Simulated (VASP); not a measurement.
# Ti (I4/mmm) in VASP: a series of runs, part 2 of 2

VASP 6.6.1. The steps go on from the part before.

## Step 3: Single point, r2SCAN (strain -0.0500 x Voigt [0, 1, 0, 0, 0, 0])

POSCAR

```
Ti
1.0
   -1.6258948694      1.5446001259      1.6258948694
    1.6258948694     -1.5446001259      1.6258948694
    1.6258948694      1.5446001259     -1.6258948694
Ti
1
Direct
    0.0000000000      0.0000000000      0.0000000000
```

INCAR.step1

```
SYSTEM = Ti
  ALGO = Normal
  EDIFF = 1E-4
  ENCUT = 520
  GGA = PE
  ISMEAR = 0
  LASPH = .True.
  LCHARG = .False.
  LREAL = .False.
  LWAVE = .True.
  NBANDS = 12
  NELM = 60
  PREC = Accurate
  SIGMA = 0.15
```

INCAR.step2

```
SYSTEM = Ti
  ALGO = Normal
  EDIFF = 1E-6
  ENCUT = 520
  ISIF = 2
  ISMEAR = 0
  ISTART = 1
  LASPH = .True.
  LCHARG = .False.
  LMIXTAU = .True.
  LREAL = .False.
  LWAVE = .False.
  METAGGA = R2SCAN
  NBANDS = 12
  NELM = 60
  PREC = Accurate
  SIGMA = 0.15
```

KPOINTS

```
k-points
0
Gamma
  26 26 26
  0 0 0
```

Potentials or basis: VASP PAW PBE potentials, release 64 (Ti_sv).

Started as:

```bash
$ cat potpaw_PBE.64/Ti_sv/POTCAR > POTCAR
$ cp INCAR.step1 INCAR
$ mpirun -np 1 vasp_std > vasp.out
$ cp INCAR.step2 INCAR
$ mpirun -np 1 vasp_std > vasp.out
```

OUTCAR:

```text
SYSTEM = Ti
   EDIFF = 1E-6
   ENCUT = 520
   ISIF = 2
   ISMEAR = 0
   ISTART = 1
   LASPH = .True.
   LREAL = .False.
   METAGGA = R2SCAN
   NELM = 60
   PREC = Accurate

 ion  position               nearest neighbor table
   1  0.000  0.000  0.000-

  LATTYP: Found a body centered tetragonal cell.
 ALAT       =     3.2517897388
 C/A-ratio  =     0.9500000000

  Lattice vectors:

 A1 = (  -1.6258948694,  -1.5446001259,   1.6258948694)
 A2 = (   1.6258948694,  -1.5446001259,  -1.6258948694)
 A3 = (   1.6258948694,   1.5446001259,   1.6258948694)

Analysis of symmetry for initial positions (statically):
=====================================================================
 Subroutine PRICEL returns:
 Original cell was already a primitive cell.

 Routine SETGRP: Setting up the symmetry group for a
 body centered tetragonal supercell.

 Subroutine GETGRP returns: Found 16 space group operations
 (whereof 16 operations were pure point group operations)
 out of a pool of 16 trial point group operations.

The static configuration has the point symmetry D_4h.

Analysis of symmetry for dynamics (positions and initial velocities):
=====================================================================
 Subroutine PRICEL returns:
 Original cell was already a primitive cell.

 Routine SETGRP: Setting up the symmetry group for a
 body centered tetragonal supercell.

 Subroutine GETGRP returns: Found 16 space group operations
 (whereof 16 operations were pure point group operations)
 out of a pool of 16 trial point group operations.

The dynamic configuration has the point symmetry D_4h.

 Subroutine INISYM returns: Found 16 space group operations
 (whereof 16 operations are pure point group operations),
 and found     1 'primitive' translations

----------------------------------------------------------------------------------------

                                     Primitive cell

  volume of cell :      16.3328

  direct lattice vectors                    reciprocal lattice vectors
    -1.625894869  1.544600126  1.625894869     0.000000000  0.323708377  0.307522958
     1.625894869 -1.544600126  1.625894869     0.307522958  0.000000000  0.307522958
     1.625894869  1.544600126 -1.625894869     0.307522958  0.323708377  0.000000000

  length of vectors
     2.769992383  2.769992383  2.769992383     0.446494662  0.434903138  0.446494662

  position of ions in fractional coordinates (direct lattice)
     0.000000000  0.000000000  0.000000000

  ion indices of the primitive-cell ions
   primitive index   ion index
                 1           1

----------------------------------------------------------------------------------------

 KPOINTS: k-points

Automatic generation of k-mesh.
 Grid dimensions read from file:
 generate k-points for:   26   26   26

 Generating k-lattice:

  Cartesian coordinates                     Fractional coordinates (reciprocal lattice)
     0.000000000  0.012450322  0.011827806     0.038461538  0.000000000 -0.000000000
     0.011827806  0.000000000  0.011827806     0.000000000  0.038461538  0.000000000
     0.011827806  0.012450322  0.000000000    -0.000000000  0.000000000  0.038461538

  Length of vectors
     0.017172872  0.016727044  0.017172872

  Shift w.r.t. Gamma in fractional coordinates (k-lattice)
     0.000000000  0.000000000  0.000000000

 Subroutine IBZKPT returns following result:
 ===========================================

 Found   1330 irreducible k-points:

 Following reciprocal coordinates:
            Coordinates               Weight
  0.000000  0.000000  0.000000      1.000000
  0.038462  0.000000 -0.000000      8.000000
  0.076923  0.000000 -0.000000      8.000000
  0.115385  0.000000  0.000000      8.000000
  0.153846  0.000000 -0.000000      8.000000
  0.192308  0.000000 -0.000000      8.000000
[... 16 lines left out ...]
  0.307692  0.038462 -0.000000     16.000000
  0.346154  0.038462 -0.000000     16.000000
 [... further k-points ...]
   k-points           NKPTS =   1330   k-points in BZ     NKDIM =   1330   number of bands    NBANDS=     12
   number of dos      NEDOS =    301   number of ions     NIONS =      1
   total plane-waves  NPLWV =  13824
   dimension x,y,z NGX =    24 NGY =   24 NGZ =   24
   dimension x,y,z NGXF=    48 NGYF=   48 NGZF=   48
   ions per type =               1
   NGX,Y,Z   is equivalent  to a cutoff of  14.40, 14.40, 14.40 a.u.
   NGXF,Y,Z  is equivalent  to a cutoff of  28.81, 28.81, 28.81 a.u.
 SYSTEM =  Ti
   PREC   = accura    normal or accurate (medium, high low for compatibility)
   ISTART =      1    job   : 0-new  1-cont  2-samecut
   ICHARG =      0    charge: 1-file 2-atom 10-const
   ISPIN  =      1    spin polarized calculation?
   LNONCOLLINEAR =      F non collinear calculations
   LSORBIT =      F    spin-orbit coupling
   LASPH  =      T    aspherical Exc in radial PAW
   ENCUT  =  520.0 eV  38.22 Ry    6.18 a.u.   5.15  5.15  5.15*2*pi/ulx,y,z
   NELM   =     60;   NELMIN=  2; NELMDL=  0     # of ELM steps
   EDIFF  = 0.1E-05   stopping-criterion for ELM
   LREAL  =      F    real-space projection
   EDIFFG = 0.1E-04   stopping-criterion for IOM
   NSW    =      0    number of steps for IOM
   IBRION =     -1    ionic relax: 0-MD 1-quasi-New 2-CG
   NFREE  =      0    steps in history (QN), initial steepest desc. (CG)
   ISIF   =      2    stress and relaxation
   ISYM   =      2    0-nonsym 1-usesym 2-fastsym
   POTIM  = 0.5000    time-step for ionic-motion
   TEBEG  =    0.0;   TEEND  =   0.0 temperature during run
   PSTRESS=    0.0 pullay stress
   NELECT =      12.0000    total number of electrons
   NUPDOWN=      -1.0000    fix difference up-down
   EMIN   =  10.00;   EMAX   =-10.00  energy-range for DOS
   EFERMI =   0.00;   METHOD = LEGACY
   ISMEAR =     0;   SIGMA  =   0.15  broadening in eV -4-tet -1-fermi 0-gaus
   EFERMI_NEDOS =   21; number of points for ismear=-14 and -15
   IALGO  =     38    algorithm
   IMIX   =      4    mixing-type and parameters
     AMIX     =   0.40;   BMIX     =  1.00
     AMIX_MAG =   1.60;   BMIX_MAG =  1.00
  volume/ion in A,a.u.               =      16.33       110.22
  Fermi-wavevector in a.u.,A,eV,Ry     =   1.477230  2.791561 29.690767  2.182210
  Thomas-Fermi vector in A             =   2.591660
   LORBIT       =      0    0 simple, 1 ext, 2 COOP (PROOUT), +10 PAW based schemes
   METAGGA = R2SCAN    functional components
   LHFCALC =     F    Hartree Fock is set to
   AEXX    =    0.0000 exact exchange contribution
   IVDW    =     0    specifies the selected vdW correction
   LEPSILON=     F    determine dielectric tensor
   LRPA    =     F    only Hartree local field effects (RPA)
 non-spin polarized calculation
 Gauss-broadening in eV      SIGMA  =   0.15
  energy-cutoff  :      520.00
  volume of cell :       16.33
 maximum number of plane-waves:       454
 NGX is ok and might be reduce to    24
   NGX = 11   NGY = 11   NGZ = 11

 number of electron      12.0000001 magnetization

 Free energy of the ion-electron system (eV)
  ---------------------------------------------------
  ext. energy  EPLUGINS =         0.00000000
  ---------------------------------------------------
  free energy    TOTEN  =       -12.80966020 eV

  energy without entropy =      -12.78676387  energy(sigma->0) =      -12.79821203

 E-fermi :   8.7927     XC(G=0): -12.7187

 val. band max:        8.7921568875   @ k =  -0.2308   0.3077   0.1538
 cond. band min:       8.7933276263   @ k =   0.1538   0.3846   0.0769
 fundamental gap:      0.0011707388
 Fermi energy:         8.7927363153

 k-point     1 :       0.0000    0.0000    0.0000
  band No.  band energies     occupation
      1     -49.9971      2.00000
      2     -24.7226      2.00000
      3     -24.7213      2.00000
      4     -24.7213      2.00000
      5       2.3239      2.00000
      6       9.6960      0.00000
      7      10.1509      0.00000
      8      10.1509      0.00000
      9      11.6153      0.00000
     10      12.1472      0.00000
     11      26.9853      0.00000
     12      26.9853      0.00000
[... 331 lines left out ...]
 k-point    24 :       0.3462    0.0385   -0.0000
  band No.  band energies     occupation
      1     -49.8478      2.00000
      2     -25.4279      2.00000
      3     -24.9467      2.00000
      4     -24.7458      2.00000
      5       5.7338      2.00000
      6       8.4743      1.99732
      7       9.2610      0.00001
      8      11.9471      0.00000
      9      12.2257      0.00000
     10      12.8746      0.00000
     11      20.8530      0.00000
     12      23.8112      0.00000

 [... further k-points ...]

------------------------ aborting loop because EDIFF is reached ----------------------------------------

  FORCE on cell =-STRESS in cart. coord.  units (eV):
  Direction    XX          YY          ZZ          XY          YZ          ZX
  --------------------------------------------------------------------------------------
  -------------------------------------------------------------------------------------
  Total        0.7647887      0.5436095      0.7647887      0.0000000      0.0000000      0.0000000
  in kB       75.0224166     53.3257060     75.0224166      0.0000000      0.0000000      0.0000000
  external PRESSURE =      67.7901797 kB  Pullay stress =       0.0000000 kB

 VOLUME and BASIS-vectors are now :
 -----------------------------------------------------------------------------
  energy-cutoff  :      520.00
  volume of cell :       16.33
      direct lattice vectors                 reciprocal lattice vectors
    -1.625894869  1.544600126  1.625894869     0.000000000  0.323708377  0.307522958
     1.625894869 -1.544600126  1.625894869     0.307522958  0.000000000  0.307522958
     1.625894869  1.544600126 -1.625894869     0.307522958  0.323708377  0.000000000

 POSITION                                       TOTAL-FORCE (eV/Angst)
 -----------------------------------------------------------------------------------
      0.00000      0.00000      0.00000        -0.000000      0.000000      0.000000
 -----------------------------------------------------------------------------------
    total drift:                                0.000000      0.000000     -0.000000

  FREE ENERGIE OF THE ION-ELECTRON SYSTEM (eV)
  ---------------------------------------------------
  free  energy   TOTEN  =       -12.8096602024 eV

  energy  without entropy=      -12.7867638664  energy(sigma->0) =      -12.79821203
```

OUTCAR.step1:

```text
SYSTEM = Ti
   EDIFF = 1E-4
   ENCUT = 520
   GGA = PE
   ISMEAR = 0
   LASPH = .True.
[... 579 lines left out ...]
 -----------------------------------------------------------------------------------
      0.00000      0.00000      0.00000         0.000000     -0.000000     -0.000000
 -----------------------------------------------------------------------------------
    total drift:                                0.000000      0.000000     -0.000000

  FREE ENERGIE OF THE ION-ELECTRON SYSTEM (eV)
  ---------------------------------------------------
  free  energy   TOTEN  =        -7.7232573362 eV

  energy  without entropy=       -7.6991611891  energy(sigma->0) =       -7.71120926
```

OSZICAR.step1:

```text
N       E                     dE             d eps       ncg     rms          rms(c)
DAV:   1     0.867579640130E+02    0.86758E+02   -0.65870E+03 32020   0.122E+03
DAV:   2    -0.438248891725E+01   -0.91140E+02   -0.88786E+02 32556   0.298E+02
DAV:   3    -0.855391208404E+01   -0.41714E+01   -0.41228E+01 44048   0.647E+01
DAV:   4    -0.864122115854E+01   -0.87309E-01   -0.87220E-01 35840   0.820E+00
DAV:   5    -0.864339114227E+01   -0.21700E-02   -0.21699E-02 37120   0.113E+00    0.877E+00
DAV:   6    -0.771428006521E+01    0.92911E+00   -0.21032E+00 34792   0.211E+01    0.234E+00
DAV:   7    -0.771055748164E+01    0.37226E-02   -0.81385E-02 38344   0.328E+00    0.132E+00
DAV:   8    -0.772273969582E+01   -0.12182E-01   -0.38776E-02 33176   0.226E+00    0.111E-01
DAV:   9    -0.772319494816E+01   -0.45525E-03   -0.35571E-03 38740   0.564E-01    0.924E-02
DAV:  10    -0.772325733616E+01   -0.62388E-04   -0.23023E-04 33052   0.173E-01
   1 F= -.77232573E+01 E0= -.77112093E+01  d E =-.240961E-01
```

It took 11 min on 1 thread of Intel Xeon 6975P-C (Granite Rapids), shared host; peak memory 0.36 GiB.

Results:

| Item | Value |
| --- | --- |
| Free energy | -12.8097 eV |
| Pressure | 6.8 GPa |
| Band gap on the k mesh | zero (bands 6 and 7 overlap by 1.88 eV) |

Stress tensor (GPa, compression positive):
```
7.50 0.00 0.00
0.00 5.33 0.00
0.00 0.00 7.50
```

Caveat: the cell differs from its parent crystal (strain -0.0500 x Voigt [0, 1, 0, 0, 0, 0]); the cell stands under pressure; the PAW data sets were made with another functional, which shifts forces and pressure a little.
